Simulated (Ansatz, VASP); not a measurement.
Hf in VASP and in Ansatz

File INCAR:

```
ALGO     = Normal         # electronic algorithm
EDIFF    = 1E-8           # SCF threshold, eV
ENCUT    = 520            # plane-wave cutoff, eV
GGA      = PS             # functional
ISIF     = 2              # what is computed and relaxed
ISMEAR   = -1             # smearing method
LASPH    = T              # aspherical terms in the spheres
LCHARG   = F              # write CHGCAR
LEFG     = T            
LREAL    = F              # projectors in reciprocal space
LWAVE    = F              # write WAVECAR
NBANDS   = 11             # bands
NELM     = 80             # most SCF steps
PREC     = Accurate       # precision mode
SIGMA    = 0.08           # smearing width, eV
```

KPOINTS

```
k-points
0
Gamma
  16 16 16
```

POSCAR

```
Hf
1.0
   -1.8050000000      1.8050000000      1.7689000000
    1.8050000000     -1.8050000000      1.7689000000
    1.8050000000      1.8050000000     -1.7689000000
Hf
1
Direct
    0.0000000000      0.0000000000      0.0000000000
```

Input for Ansatz:

```yaml
crystal:
  lattice:
    - [-1.805, 1.805, 1.7689]
    - [1.805, -1.805, 1.7689]
    - [1.805, 1.805, -1.7689]
  atoms:
    - { symbol: Hf, position: [0.0, 0.0, 0.0] }
kpoints:
  mp_grid: { grid: [16, 16, 16] }
scf:
  occupations: { method: fermi_dirac, width: 0.08 }
hamiltonian:
  xc: pbesol
  pseudopotentials: { kind: paw }
output:
  forces: true
  stress: true
  eigenvalues: true
  efg: { contact_densities: true }
```

Change from the starting cell: zz strain of -2 %, PAW files.

Alike in both runs: task electric field gradients; functional PBEsol; k mesh 16 × 16 × 16; occupations fermi-dirac, width 0.08 eV; no spin polarisation.

|  | VASP | Ansatz |
| --- | --- | --- |
| version | VASP 6.6.1 | Ansatz 0.2.0 |
| potentials or method | VASP PAW PBE potentials, release 64 (Hf_pv) | PAW with Ansatz's default frozen-core files, scalar-relativistic |
| plane-wave cutoff (eV) | 520 | 420 |
| valence electrons in the cell | 10 | 26 |

```csv
,VASP,Ansatz,Ansatz less VASP
pressure (GPa),-7.6,-7.3,+0.30
"traceless stress, the component that is largest in VASP (GPa)",-0.64,-0.62,+0.021
size of Vzz on the site where it differs most (V/Å²),0.6,0.1,-0.44
```

VASP's potentials were made for PBE, not for PBEsol. The functional is the same, so the differences come from potentials, cutoffs and numerics. VASP's potentials hold 10 valence electrons a cell and Ansatz's 26, so a difference there can come from the potentials and not from the codes.

Spin-orbit coupling is off throughout.
